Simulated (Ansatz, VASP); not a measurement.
**Hf2Pd2Se2Br2O3: VASP and Ansatz over several settings**

```
Hf Pd Se Br O
1.0
     7.58666   -1.70971   -1.17576
     7.58666    1.70971   -1.17576
    -2.02446    0.00000   13.05155
Hf Pd Se Br O
2 2 2 2 3
Direct
  0.94514 0.94514 0.06144
  0.60628 0.60628 0.28309
  0.17920 0.17920 0.50964
  0.32286 0.32286 0.74307
  0.92232 0.92232 0.84566
  0.78991 0.78991 0.58800
  0.58645 0.58645 0.04520
  0.24604 0.24604 0.28651
  0.59701 0.59701 0.42127
  0.38554 0.38554 0.07302
  0.03094 0.03094 0.22169
```

Single points on this cell with VASP 6.6.1 and Ansatz 0.2.0. Each row is one pair of runs. Alike in all rows: spin: off; k mesh: 8 × 8 × 2; smearing: fermi-dirac, width 0.05 eV; VASP's potentials, cutoff: VASP PAW PBE potentials, release 64 (Hf_pv, Pd, Se, Br, O), 520 eV.

```tsv
level	Ansatz's potentials, cutoff	gap on the k mesh at the Fermi level (eV), VASP	gap on the k mesh at the Fermi level (eV), Ansatz	least direct gap on the mesh (eV), VASP	least direct gap on the mesh (eV), Ansatz	pressure (GPa), VASP	pressure (GPa), Ansatz
PBE	Ansatz NC, 1240 eV	0.83	0.83	0.87	0.87	-0.4	0.0
PBE	Ansatz PAW earlier set, 900 eV	0.83	0.84	0.87	0.88	-0.4	0.0
PBE	PseudoDojo standard (PBE files), 1170 eV	0.83	0.83	0.87	0.87	-0.4	-0.3
PBE	Ansatz PAW, 420 eV	0.83	0.84	0.87	0.88	-0.4	0.0
PBE	SPMS NC, 1034 eV	0.83	0.82	0.87	0.86	-0.4	-0.2
PBE	JTH PAW, 1380 eV	0.83	0.83	0.87	0.87	-0.4	-0.2
```

Gap on the k mesh at the fermi level (eV): the two programs differ by at most 0.013; least direct gap on the mesh (eV): the two programs differ by at most 0.012; pressure (GPa): the two programs differ by at most 0.38.

VASP's potentials hold 84 valence electrons a cell and Ansatz's 152; VASP's potentials hold 84 valence electrons a cell and Ansatz's 172; VASP's potentials hold 84 valence electrons a cell and Ansatz's 124; VASP's potentials hold 84 valence electrons a cell and Ansatz's 104, so a difference there can come from the potentials and not from the codes.

Spin-orbit coupling is off throughout.
